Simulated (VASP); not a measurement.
# TiO2 (P4_2/mnm) in VASP: further runs

The runs below take TiO2 through single point, with PBE+U.

All numbers are computed with VASP 6.6.1; they aren't measurements. Logs are shortened: lines on timing, memory, paths and dates and some standing lists are left out, and cuts for length are marked.

**1. The cell of the first run**

It takes space group P4_2/mnm (No. 136, tetragonal). Conventional cell: a = 4.617 Å, b = 4.617 Å, c = 3.051 Å, α = 90.00°, β = 90.00°, γ = 90.00°. Ti (site symmetry mmm) has 6 O at 1.98 to 2.00 Å within 2.6 Å. O (site symmetry m2m) has 3 Ti at 1.98 to 2.00 Å and 1 O at 2.54 Å within 2.6 Å.

**2. Single point, PBE+U (uniaxial strain along c: +1.5 %, then relaxed in part)**

Contents of INCAR:

```
SYSTEM = TiO2
ALGO = Normal
EDIFF = 1E-7
ENCUT = 520
GGA = PE
ISIF = 2
ISMEAR = 0
LASPH = .True.
LCHARG = .False.
LDAU = .True.
LDAUJ = 0 0
LDAUL = 2 -1
LDAUPRINT = 1
LDAUTYPE = 2
LDAUU = 4 0
LMAXMIX = 4
LREAL = .False.
LWAVE = .False.
NBANDS = 33
NELM = 150
PREC = Accurate
SIGMA = 0.02
```

Contents of KPOINTS:

```
k-points
0
Gamma
  6 6 10
  0 0 0
```

Contents of POSCAR:

```
TiO2
1.0
    4.6173002344      0.0000000000      0.0000000000
    0.0000000000      4.6173002344      0.0000000000
    0.0000000000      0.0000000000      3.0512043906
Ti O
2 4
Direct
    0.5000000000      0.5000000000      0.0000000000
    0.0000000000      0.0000000000      0.5000000000
    0.6941552738      0.6941552738      0.5000000000
    0.8058447262      0.1941552738      0.0000000000
    0.1941552738      0.8058447262      0.0000000000
    0.3058447262      0.3058447262      0.5000000000
```

Potentials or basis: VASP PAW PBE potentials, release 64 (Ti_sv, O).

Command:

```console
$ cat potpaw_PBE.64/Ti_sv/POTCAR potpaw_PBE.64/O/POTCAR > POTCAR
$ mpirun -np 1 vasp_std > vasp.out
```

OUTCAR:

```text
SYSTEM = TiO2
   EDIFF = 1E-7
   ENCUT = 520
   GGA = PE
   ISIF = 2
   ISMEAR = 0
   LASPH = .True.
   LREAL = .False.
   NELM = 150
   PREC = Accurate

 ion  position               nearest neighbor table
   1  0.500  0.500  0.000-   3 1.98   6 1.98   3 1.98   6 1.98   5 2.00   4 2.00
   2  0.000  0.000  0.500-   4 1.98   5 1.98   4 1.98   5 1.98   3 2.00   6 2.00
   3  0.694  0.694  0.500-   1 1.98   1 1.98   2 2.00
   4  0.806  0.194  0.000-   2 1.98   2 1.98   1 2.00
   5  0.194  0.806  0.000-   2 1.98   2 1.98   1 2.00
   6  0.306  0.306  0.500-   1 1.98   1 1.98   2 2.00

  LATTYP: Found a simple tetragonal cell.
 ALAT       =     4.6173002344
 C/A-ratio  =     0.6608200108

  Lattice vectors:

 A1 = (   4.6173002344,   0.0000000000,   0.0000000000)
 A2 = (   0.0000000000,   4.6173002344,   0.0000000000)
 A3 = (   0.0000000000,   0.0000000000,   3.0512043906)

Analysis of symmetry for initial positions (statically):
=====================================================================
 Subroutine PRICEL returns:
 Original cell was already a primitive cell.

 Routine SETGRP: Setting up the symmetry group for a
 simple tetragonal supercell.

 Subroutine GETGRP returns: Found 16 space group operations
 (whereof  8 operations were pure point group operations)
 out of a pool of 16 trial point group operations.

The static configuration has the point symmetry D_2h.
 The point group associated with its full space group is D_4h.

Analysis of symmetry for dynamics (positions and initial velocities):
=====================================================================
 Subroutine PRICEL returns:
 Original cell was already a primitive cell.

 Routine SETGRP: Setting up the symmetry group for a
 simple tetragonal supercell.

 Subroutine GETGRP returns: Found 16 space group operations
 (whereof  8 operations were pure point group operations)
 out of a pool of 16 trial point group operations.

The dynamic configuration has the point symmetry D_2h.
 The point group associated with its full space group is D_4h.

 Subroutine INISYM returns: Found 16 space group operations
 (whereof  8 operations are pure point group operations),
 and found     1 'primitive' translations

----------------------------------------------------------------------------------------

                                     Primitive cell

  volume of cell :      65.0500

  direct lattice vectors                    reciprocal lattice vectors
     4.617300234  0.000000000  0.000000000     0.216576776  0.000000000  0.000000000
     0.000000000  4.617300234  0.000000000     0.000000000  0.216576776  0.000000000
     0.000000000  0.000000000  3.051204391     0.000000000  0.000000000  0.327739434

  length of vectors
     4.617300234  4.617300234  3.051204391     0.216576776  0.216576776  0.327739434

  position of ions in fractional coordinates (direct lattice)
     0.500000000  0.500000000  0.000000000
     0.000000000  0.000000000  0.500000000
     0.694155274  0.694155274  0.500000000
     0.805844726  0.194155274  0.000000000
     0.194155274  0.805844726  0.000000000
     0.305844726  0.305844726  0.500000000

  ion indices of the primitive-cell ions
   primitive index   ion index
                 1           1
                 2           2
                 3           3
                 4           4
                 5           5
                 6           6

----------------------------------------------------------------------------------------

 KPOINTS: k-points

Automatic generation of k-mesh.
 Grid dimensions read from file:
 generate k-points for:    6    6   10

 Generating k-lattice:

  Cartesian coordinates                     Fractional coordinates (reciprocal lattice)
     0.036096129  0.000000000  0.000000000     0.166666667  0.000000000  0.000000000
     0.000000000  0.036096129  0.000000000     0.000000000  0.166666667  0.000000000
     0.000000000  0.000000000  0.032773943     0.000000000  0.000000000  0.100000000

  Length of vectors
     0.036096129  0.036096129  0.032773943

[... 58 lines left out ...]
   NFREE  =      0    steps in history (QN), initial steepest desc. (CG)
   ISIF   =      2    stress and relaxation
   ISYM   =      2    0-nonsym 1-usesym 2-fastsym
   POTIM  = 0.5000    time-step for ionic-motion
   TEBEG  =    0.0;   TEEND  =   0.0 temperature during run
   PSTRESS=    0.0 pullay stress
   NELECT =      48.0000    total number of electrons
   NUPDOWN=      -1.0000    fix difference up-down
   EMIN   =  10.00;   EMAX   =-10.00  energy-range for DOS
   EFERMI =   0.00;   METHOD = LEGACY
   ISMEAR =     0;   SIGMA  =   0.02  broadening in eV -4-tet -1-fermi 0-gaus
   EFERMI_NEDOS =   21; number of points for ismear=-14 and -15
   IALGO  =     38    algorithm
   IMIX   =      4    mixing-type and parameters
     AMIX     =   0.40;   BMIX     =  1.00
     AMIX_MAG =   1.60;   BMIX_MAG =  1.00
  volume/ion in A,a.u.               =      10.84        73.16
  Fermi-wavevector in a.u.,A,eV,Ry     =   1.479356  2.795578 29.776276  2.188495
  Thomas-Fermi vector in A             =   2.593524
   LORBIT       =      0    0 simple, 1 ext, 2 COOP (PROOUT), +10 PAW based schemes
 LDA+U is selected, type is set to LDAUTYPE =  2
   angular momentum for each species LDAUL =     2   -1
   U (eV)           for each species LDAUU =   4.0  0.0
   J (eV)           for each species LDAUJ =   0.0  0.0
   GGA     = PE    functional components
   LHFCALC =     F    Hartree Fock is set to
   AEXX    =    0.0000 exact exchange contribution
   IVDW    =     0    specifies the selected vdW correction
   LEPSILON=     F    determine dielectric tensor
   LRPA    =     F    only Hartree local field effects (RPA)
 non-spin polarized calculation
 Gauss-broadening in eV      SIGMA  =   0.02
  energy-cutoff  :      520.00
  volume of cell :       65.05
 maximum number of plane-waves:      1772
 NGX is ok and might be reduce to    36
   NGX = 17   NGY = 17   NGZ = 11

atom =   1  type =  1  l = 2

 onsite density matrix

spin component  1

  0.1899  0.0000  0.0789  0.0000  0.0000
  0.0000  0.1784  0.0000  0.0833  0.0000
  0.0789  0.0000  0.1261  0.0000 -0.0000
  0.0000  0.0833  0.0000  0.1784  0.0000
  0.0000  0.0000 -0.0000  0.0000  0.0993

spin component  2

  0.1899  0.0000  0.0789  0.0000  0.0000
  0.0000  0.1784  0.0000  0.0833  0.0000
  0.0789  0.0000  0.1261  0.0000 -0.0000
  0.0000  0.0833  0.0000  0.1784  0.0000
  0.0000  0.0000 -0.0000  0.0000  0.0993

 occupancies and eigenvectors

  o =  0.0729  v = -0.5591  0.0000  0.8291  0.0000  0.0000  0.0000  0.0000  0.0000  0.0000  0.0000      0.0000  0.0000  0.0000  0.0000  0.0000  0.0000  0.0000  0.0000  0.0000  0.0000
  o =  0.0729  v =  0.0000  0.0000  0.0000  0.0000  0.0000 -0.5591  0.0000  0.8291  0.0000  0.0000      0.0000  0.0000  0.0000  0.0000  0.0000  0.0000  0.0000  0.0000  0.0000  0.0000
  o =  0.0951  v =  0.0000  0.7071  0.0000 -0.7071  0.0000  0.0000  0.0000  0.0000  0.0000  0.0000      0.0000  0.0000  0.0000  0.0000  0.0000  0.0000  0.0000  0.0000  0.0000  0.0000
  o =  0.0951  v =  0.0000  0.0000  0.0000  0.0000  0.0000  0.0000  0.7071  0.0000 -0.7071  0.0000      0.0000  0.0000  0.0000  0.0000  0.0000  0.0000  0.0000  0.0000  0.0000  0.0000
  o =  0.0993  v =  0.0000  0.0000  0.0000  0.0000 -1.0000  0.0000  0.0000  0.0000  0.0000  0.0000      0.0000  0.0000  0.0000  0.0000  0.0000  0.0000  0.0000  0.0000  0.0000  0.0000
  o =  0.0993  v =  0.0000  0.0000  0.0000  0.0000  0.0000  0.0000  0.0000  0.0000  0.0000 -1.0000      0.0000  0.0000  0.0000  0.0000  0.0000  0.0000  0.0000  0.0000  0.0000  0.0000
  o =  0.2431  v = -0.8291  0.0000 -0.5591  0.0000 -0.0000  0.0000  0.0000  0.0000  0.0000  0.0000      0.0000  0.0000  0.0000  0.0000  0.0000  0.0000  0.0000  0.0000  0.0000  0.0000
  o =  0.2431  v =  0.0000  0.0000  0.0000  0.0000  0.0000 -0.8291  0.0000 -0.5591  0.0000 -0.0000      0.0000  0.0000  0.0000  0.0000  0.0000  0.0000  0.0000  0.0000  0.0000  0.0000
  o =  0.2616  v =  0.0000  0.0000  0.0000  0.0000  0.0000  0.0000  0.7071  0.0000  0.7071  0.0000      0.0000  0.0000  0.0000  0.0000  0.0000  0.0000  0.0000  0.0000  0.0000  0.0000
  o =  0.2616  v =  0.0000  0.7071  0.0000  0.7071  0.0000  0.0000  0.0000  0.0000  0.0000  0.0000      0.0000  0.0000  0.0000  0.0000  0.0000  0.0000  0.0000  0.0000  0.0000  0.0000

atom =   2  type =  1  l = 2

 onsite density matrix

spin component  1

  0.1899  0.0000 -0.0789  0.0000 -0.0000
  0.0000  0.1784  0.0000 -0.0833  0.0000
 -0.0789  0.0000  0.1261  0.0000 -0.0000
  0.0000 -0.0833  0.0000  0.1784  0.0000
 -0.0000  0.0000 -0.0000  0.0000  0.0993

spin component  2

  0.1899  0.0000 -0.0789  0.0000 -0.0000
  0.0000  0.1784  0.0000 -0.0833  0.0000
 -0.0789  0.0000  0.1261  0.0000 -0.0000
  0.0000 -0.0833  0.0000  0.1784  0.0000
 -0.0000  0.0000 -0.0000  0.0000  0.0993

 occupancies and eigenvectors

  o =  0.0729  v = -0.5591 -0.0000 -0.8291  0.0000 -0.0000  0.0000  0.0000  0.0000  0.0000  0.0000      0.0000  0.0000  0.0000  0.0000  0.0000  0.0000  0.0000  0.0000  0.0000  0.0000
  o =  0.0729  v =  0.0000  0.0000  0.0000  0.0000  0.0000 -0.5591 -0.0000 -0.8291  0.0000 -0.0000      0.0000  0.0000  0.0000  0.0000  0.0000  0.0000  0.0000  0.0000  0.0000  0.0000
  o =  0.0951  v =  0.0000 -0.7071  0.0000 -0.7071  0.0000  0.0000  0.0000  0.0000  0.0000  0.0000      0.0000  0.0000  0.0000  0.0000  0.0000  0.0000  0.0000  0.0000  0.0000  0.0000
  o =  0.0951  v =  0.0000  0.0000  0.0000  0.0000  0.0000  0.0000 -0.7071  0.0000 -0.7071  0.0000      0.0000  0.0000  0.0000  0.0000  0.0000  0.0000  0.0000  0.0000  0.0000  0.0000
  o =  0.0993  v = -0.0000  0.0000 -0.0000  0.0000  1.0000  0.0000  0.0000  0.0000  0.0000  0.0000      0.0000  0.0000  0.0000  0.0000  0.0000  0.0000  0.0000  0.0000  0.0000  0.0000
  o =  0.0993  v =  0.0000  0.0000  0.0000  0.0000  0.0000 -0.0000  0.0000 -0.0000  0.0000  1.0000      0.0000  0.0000  0.0000  0.0000  0.0000  0.0000  0.0000  0.0000  0.0000  0.0000
  o =  0.2431  v = -0.8291 -0.0000  0.5591  0.0000 -0.0000  0.0000  0.0000  0.0000  0.0000  0.0000      0.0000  0.0000  0.0000  0.0000  0.0000  0.0000  0.0000  0.0000  0.0000  0.0000
  o =  0.2431  v =  0.0000  0.0000  0.0000  0.0000  0.0000 -0.8291 -0.0000  0.5591  0.0000 -0.0000      0.0000  0.0000  0.0000  0.0000  0.0000  0.0000  0.0000  0.0000  0.0000  0.0000
  o =  0.2616  v =  0.0000  0.0000  0.0000  0.0000  0.0000  0.0000  0.7071  0.0000 -0.7071 -0.0000      0.0000  0.0000  0.0000  0.0000  0.0000  0.0000  0.0000  0.0000  0.0000  0.0000
  o =  0.2616  v =  0.0000  0.7071  0.0000 -0.7071 -0.0000  0.0000  0.0000  0.0000  0.0000  0.0000      0.0000  0.0000  0.0000  0.0000  0.0000  0.0000  0.0000  0.0000  0.0000  0.0000

 number of electron      48.0000041 magnetization

 Free energy of the ion-electron system (eV)
  ---------------------------------------------------
  ext. energy  EPLUGINS =         0.00000000
  ---------------------------------------------------
  free energy    TOTEN  =       -48.44236176 eV

  energy without entropy =      -48.44236176  energy(sigma->0) =      -48.44236176

 E-fermi :   4.9227     XC(G=0): -11.2158

 val. band max:        4.7942100822   @ k =   0.0000   0.0000   0.0000
 cond. band min:       7.0783390516   @ k =   0.0000   0.0000   0.0000
 fundamental gap:      2.2841289694
 Fermi energy:         4.9226562884

 k-point     1 :       0.0000    0.0000    0.0000
  band No.  band energies     occupation
      1     -53.3934      2.00000
      2     -53.3801      2.00000
      3     -29.6121      2.00000
      4     -29.6121      2.00000
      5     -29.4813      2.00000
      6     -29.4813      2.00000
[... 853 lines left out ...]
     32       9.7158      0.00000
     33      10.8498      0.00000

 [... further k-points ...]

------------------------ aborting loop because EDIFF is reached ----------------------------------------

  FORCE on cell =-STRESS in cart. coord.  units (eV):
  Direction    XX          YY          ZZ          XY          YZ          ZX
  --------------------------------------------------------------------------------------
  -------------------------------------------------------------------------------------
  Total        1.4928855      1.4928855     -0.4004326      0.0000000      0.0000000      0.0000000
  in kB       36.7696536     36.7696536     -9.8626240      0.0000000      0.0000000      0.0000000
  external PRESSURE =      21.2255610 kB  Pullay stress =       0.0000000 kB

 VOLUME and BASIS-vectors are now :
 -----------------------------------------------------------------------------
  energy-cutoff  :      520.00
  volume of cell :       65.05
      direct lattice vectors                 reciprocal lattice vectors
     4.617300234  0.000000000  0.000000000     0.216576776  0.000000000  0.000000000
     0.000000000  4.617300234  0.000000000     0.000000000  0.216576776  0.000000000
     0.000000000  0.000000000  3.051204391     0.000000000  0.000000000  0.327739434

 POSITION                                       TOTAL-FORCE (eV/Angst)
 -----------------------------------------------------------------------------------
      2.30865      2.30865      0.00000        -0.000000      0.000000     -0.000000
      0.00000      0.00000      1.52560        -0.000000      0.000000     -0.000000
      3.20512      3.20512      1.52560         0.084489      0.084489      0.000000
      3.72083      0.89647      0.00000        -0.084489      0.084489      0.000000
      0.89647      3.72083      0.00000         0.084489     -0.084489     -0.000000
      1.41218      1.41218      1.52560        -0.084489     -0.084489     -0.000000
 -----------------------------------------------------------------------------------
    total drift:                                0.000000      0.000000      0.000000

  FREE ENERGIE OF THE ION-ELECTRON SYSTEM (eV)
  ---------------------------------------------------
  free  energy   TOTEN  =       -48.4423617585 eV

  energy  without entropy=      -48.4423617585  energy(sigma->0) =      -48.44236176
```

It took 3.4 min on 1 thread of Intel Xeon 8259CL, shared host; peak memory 0.24 GiB.

What came out:

| Item | Value |
| --- | --- |
| Free energy | -48.4424 eV |
| Pressure | 2.1 GPa |
| Largest force | 0.119 eV/Å |
| Band gap on the k mesh | 2.28 eV |

Forces in eV/Å, atoms in the order of the input:
```
Ti   0.000  0.000  0.000
Ti   0.000  0.000  0.000
O    0.084  0.084  0.000
O   -0.084  0.084  0.000
O    0.084 -0.084  0.000
O   -0.084 -0.084  0.000
```

Levels at points of the mesh, in eV from the valence-band top:
| k point | band 20 | band 21 | band 22 | band 23 | band 24 | band 25 | band 26 | band 27 | band 28 | band 29 |
| --- | --- | --- | --- | --- | --- | --- | --- | --- | --- | --- |
| (0.00, 0.00, 0.00) | -2.26 | -0.89 | -0.49 | -0.49 | 0.00 | 2.28 | 2.54 | 2.73 | 2.78 | 2.78 |
| (0.50, 0.00, 0.00) | -3.02 | -1.80 | -1.80 | -0.76 | -0.76 | 2.87 | 2.87 | 3.30 | 3.30 | 3.74 |
| (0.50, 0.50, 0.00) | -1.93 | -1.54 | -1.54 | -1.12 | -1.12 | 2.30 | 2.30 | 2.80 | 2.80 | 3.96 |
| (0.00, 0.00, 0.50) | -2.65 | -2.28 | -2.28 | -1.44 | -1.44 | 3.26 | 3.26 | 3.35 | 3.35 | 3.90 |
| (0.50, 0.00, 0.50) | -2.52 | -1.94 | -1.94 | -1.05 | -1.05 | 2.30 | 2.30 | 3.41 | 3.41 | 4.07 |
| (0.50, 0.50, 0.50) | -2.62 | -1.20 | -1.20 | -0.72 | -0.72 | 2.90 | 2.90 | 3.43 | 3.43 | 3.50 |

Eigenvalues of the final occupation matrices:
```csv
site,spin,trace,eigenvalues
site 1 d,1,0.77,0.07 0.10 0.10 0.24 0.26
site 1 d,2,0.77,0.07 0.10 0.10 0.24 0.26
site 2 d,1,0.77,0.07 0.10 0.10 0.24 0.26
site 2 d,2,0.77,0.07 0.10 0.10 0.24 0.26
```

Caveat: the cell differs from its parent crystal (uniaxial strain along c: +1.5 %, then relaxed in part). A k mesh can miss the band edges.

**3. Single point, PBE+U**

Contents of INCAR:

```
ALGO = Normal
EDIFF = 1E-7
ENCUT = 520
GGA = PE
ISIF = 2
ISMEAR = 0
LASPH = True
LCHARG = False
LDAU = True
LDAUJ = 0 0
LDAUL = 2 -1
LDAUPRINT = 1
LDAUTYPE = 2
LDAUU = 4 0
LMAXMIX = 4
LREAL = False
LWAVE = False
NBANDS = 33
NELM = 150
PREC = Accurate
SIGMA = 0.02
```

Contents of KPOINTS:

```
k-points
0
Gamma
  6 6 10
```

POSCAR is that of step 2.

Potentials or basis: VASP PAW PBE potentials, release 64 (Ti_sv, O).

Command:

```console
$ cat potpaw_PBE.64/Ti_sv/POTCAR potpaw_PBE.64/O/POTCAR > POTCAR
$ mpirun -np 1 vasp_std > vasp.out
```

Wall time 3.4 min (1 thread of Intel Xeon 8259CL, shared host); peak memory 0.24 GiB.

It converged, with:

| Quantity | Value |
| --- | --- |
| Free energy | -48.4424 eV |
| Pressure | 2.1 GPa |
| Largest force | 0.119 eV/Å |
| Band gap on the k mesh | 2.28 eV |

Forces in eV/Å, atoms in the order of the input:
```
Ti   0.000  0.000  0.000
Ti   0.000  0.000  0.000
O    0.084  0.084  0.000
O   -0.084  0.084  0.000
O    0.084 -0.084  0.000
O   -0.084 -0.084  0.000
```

Stress tensor (GPa, compression positive):
```
 3.68  0.00  0.00
 0.00  3.68  0.00
 0.00  0.00 -0.99
```

Levels at points of the mesh, in eV from the valence-band top:
| k point | band 21 | band 22 | band 23 | band 24 | band 25 | band 26 | band 27 | band 28 |
| --- | --- | --- | --- | --- | --- | --- | --- | --- |
| (0.00, 0.00, 0.00) | -0.89 | -0.49 | -0.49 | 0.00 | 2.28 | 2.54 | 2.73 | 2.78 |
| (0.50, 0.00, 0.00) | -1.80 | -1.80 | -0.76 | -0.76 | 2.87 | 2.87 | 3.30 | 3.30 |
| (0.50, 0.50, 0.00) | -1.54 | -1.54 | -1.12 | -1.12 | 2.30 | 2.30 | 2.80 | 2.80 |
| (0.00, 0.00, 0.50) | -2.28 | -2.28 | -1.44 | -1.44 | 3.26 | 3.26 | 3.35 | 3.35 |
| (0.50, 0.00, 0.50) | -1.94 | -1.94 | -1.05 | -1.05 | 2.30 | 2.30 | 3.41 | 3.41 |
| (0.50, 0.50, 0.50) | -1.20 | -1.20 | -0.72 | -0.72 | 2.90 | 2.90 | 3.43 | 3.43 |

Eigenvalues of the final occupation matrices:
| site | spin | trace | eigenvalues |
| --- | --- | --- | --- |
| site 1 d | 1 | 0.77 | 0.07 0.10 0.10 0.24 0.26 |
| site 1 d | 2 | 0.77 | 0.07 0.10 0.10 0.24 0.26 |
| site 2 d | 1 | 0.77 | 0.07 0.10 0.10 0.24 0.26 |
| site 2 d | 2 | 0.77 | 0.07 0.10 0.10 0.24 0.26 |

A k mesh can miss the band edges.
